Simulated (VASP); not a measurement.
Input of a VASP 6.6.1 run:

File POSCAR:

```
In3Ga5As8
1.0
    0.0000000000      5.8052000000      5.8052000000
    5.8052000000      0.0000000000      5.8052000000
    5.8052000000      5.8052000000      0.0000000000
In Ga As
3 5 8
Direct
   -0.0000727132     -0.0000727132     -0.0014600198
   -0.0000727132      0.5016054462     -0.0014600198
    0.5016054462     -0.0000727132     -0.0014600198
   -0.0005740746     -0.0005740746      0.5017222239
    0.0000597414      0.4998922867      0.5001556851
    0.4998922867      0.0000597414      0.5001556851
    0.5003172301      0.5003172301     -0.0009516903
    0.4998922867      0.4998922867      0.5001556851
    0.1194311163      0.1194311163      0.1417066511
    0.1298783231      0.1298783231      0.6105698766
    0.1354352143      0.6147263777      0.1351120304
    0.1298783231      0.6296734773      0.6105698766
    0.6147263777      0.1354352143      0.1351120304
    0.6296734773      0.1298783231      0.6105698766
    0.6147263777      0.6147263777      0.1351120304
    0.6252033006      0.6252033006      0.6243900983
```

File INCAR.step1:

```
SYSTEM = In3Ga5As8
PREC = Accurate ; ENCUT = 550
ISMEAR = 0 ; SIGMA = 0.01
LREAL = .False. ; LASPH = .True.
NELM = 120 ; NBANDS = 86
GGA = PE ; ALGO = Normal
EDIFF = 1E-5 ; LWAVE = .True.
LCHARG = .False. ; GGA_COMPAT = .False.
```

File INCAR.step2:

```
SYSTEM = In3Ga5As8
PREC = Accurate ; ENCUT = 550
EDIFF = 1E-6 ; ISMEAR = 0
SIGMA = 0.01 ; LREAL = .False.
LASPH = .True. ; NELM = 120
ALGO = Normal ; ISIF = 2
LWAVE = .False. ; LCHARG = .False.
METAGGA = R2SCAN ; LMIXTAU = .True.
NBANDS = 86 ; ISTART = 1
GGA_COMPAT = .False.
```

KPOINTS

```
Automatic mesh
0
Gamma
  3 3 3
  0 0 0
```

Potentials or basis: VASP PAW PBE potentials, release 64 (In_d, Ga_d, As).

The run is started by

```bash
$ cat potpaw_PBE.64/In_d/POTCAR potpaw_PBE.64/Ga_d/POTCAR potpaw_PBE.64/As/POTCAR > POTCAR
$ cp INCAR.step1 INCAR
$ mpirun -np 1 vasp_std > vasp.out
$ cp INCAR.step2 INCAR
$ mpirun -np 1 vasp_std > vasp.out
```

(1) Estimate the largest force.

(2) Estimate the band gap on the k mesh.

Answers

(1) 0.082 eV/Å.

(2) 0.31 eV.

Caveat: the PAW data sets were made with another functional, which shifts forces and pressure a little; spin-orbit coupling is left out, which moves the levels of the heavy elements.
